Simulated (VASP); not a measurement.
Crystal: In.

```
CELL_PARAMETERS angstrom
1.66964 0.96397 8.20746
-1.66964 0.96397 8.20746
0.00000 -1.92793 8.20746
ATOMIC_POSITIONS crystal
In 0.00000 0.00000 0.00000
In 0.77801 0.77801 0.77801
In 0.22199 0.22199 0.22199
```

Base run:

| Quantity | Value |
| --- | --- |
| Program | VASP 6.6.1 |
| Functional | PBEsol |
| Potentials or basis | VASP PAW PBE potentials, release 64 (In_d) |
| Cutoff | 520 eV |
| k mesh | 10 × 10 × 10 |
| Occupations | fermi-dirac, width 0.15 eV |
| Spin | no spin polarisation |

Its results: band gap on the k mesh zero (an odd number of electrons rules out a gap without spin polarisation); pressure -1.2 GPa; largest force 0.024 eV/Å.

The run is repeated on the same cell with these changes: functional from PBEsol to BLYP; further incar settings from ALGO = Normal; EDIFF = 1e-06; NBANDS = 26 to ALGO = Normal; EDIFF = 1e-07; NBANDS = 26. What comes out?

Band gap on the k mesh zero (an odd number of electrons rules out a gap without spin polarisation); pressure 5.8 GPa; largest force 0.022 eV/Å.

Caveats: the PAW data sets were made with another functional, which shifts forces and pressure a little; spin-orbit coupling is left out, which moves the levels of the heavy elements; the cell stands under pressure (at least some runs).
